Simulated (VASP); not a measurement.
Set up this calculation in VASP 6.6.1, as the native input.

* Task: single point
* Functional: r2SCAN
* Potentials or basis: VASP PAW PBE potentials, release 64 (Zn, S)
* Cutoff: 520 eV
* k mesh: 9 × 9 × 6
* Occupations: gaussian, width 0.02 eV
* Spin: no spin polarisation
* Dipole correction: no
* Further INCAR settings: ALGO = Normal; EDIFF = 1e-07; NBANDS = 26

ZnS:

```
CELL_PARAMETERS angstrom
3.95525 0.00000 0.00000
-1.97762 3.42534 0.00000
0.00000 0.00000 6.46996
ATOMIC_POSITIONS crystal
Zn 0.33333 0.66667 0.00000
Zn 0.66667 0.33333 0.50000
S 0.33333 0.66667 0.38500
S 0.66667 0.33333 0.88500
```

This cell differs from its parent crystal: strained.

These files were run (other wordings do the same):

POSCAR

```
ZnS
1.0
    3.9552450855      0.0000000000      0.0000000000
   -1.9776225427      3.4253427222      0.0000000000
    0.0000000000      0.0000000000      6.4699569000
Zn S
2 2
Direct
    0.3333333333      0.6666666667      0.0000000000
    0.6666666667      0.3333333333      0.5000000000
    0.3333333333      0.6666666667      0.3850000000
    0.6666666667      0.3333333333      0.8850000000
```

INCAR.step1

```
PREC     = Accurate       # precision mode
ENCUT    = 520            # plane-wave cutoff, eV
ISMEAR   = 0              # smearing method
SIGMA    = 0.02           # smearing width, eV
LREAL    = F              # projectors in reciprocal space
LASPH    = T              # aspherical terms in the spheres
NELM     = 80             # most SCF steps
NBANDS   = 26             # bands
GGA      = PE             # functional
ALGO     = Normal         # electronic algorithm
EDIFF    = 1E-4           # SCF threshold, eV
LWAVE    = T              # write WAVECAR
LCHARG   = F              # write CHGCAR
```

INCAR.step2

```
PREC     = Accurate       # precision mode
ENCUT    = 520            # plane-wave cutoff, eV
EDIFF    = 1E-7           # SCF threshold, eV
ISMEAR   = 0              # smearing method
SIGMA    = 0.02           # smearing width, eV
LREAL    = F              # projectors in reciprocal space
LASPH    = T              # aspherical terms in the spheres
NELM     = 80             # most SCF steps
ALGO     = Normal         # electronic algorithm
ISIF     = 2              # what is computed and relaxed
LWAVE    = F              # write WAVECAR
LCHARG   = F              # write CHGCAR
METAGGA  = R2SCAN         # meta-GGA
LMIXTAU  = T            
NBANDS   = 26             # bands
ISTART   = 1
```

KPOINTS

```
regular mesh
0
Gamma
  9 9 6
```

Potentials or basis: VASP PAW PBE potentials, release 64 (Zn, S).

Run with:

```bash
$ cat potpaw_PBE.64/Zn/POTCAR potpaw_PBE.64/S/POTCAR > POTCAR
$ cp INCAR.step1 INCAR
$ mpirun -np 1 vasp_std > vasp.out
$ cp INCAR.step2 INCAR
$ mpirun -np 1 vasp_std > vasp.out
```

It gave:

- Pressure: -6.7 GPa
- Largest force: 0.196 eV/Å
- Band gap on the k mesh: 2.28 eV

Caveat: the cell differs from its parent crystal (strained); the cell stands under tension; the PAW data sets were made with another functional, which shifts forces and pressure a little.

Run time: 12 min on 1 thread of AMD EPYC 7R43 64-Core Processor (Zen 3), on a shared host, peak memory 0.23 GiB.
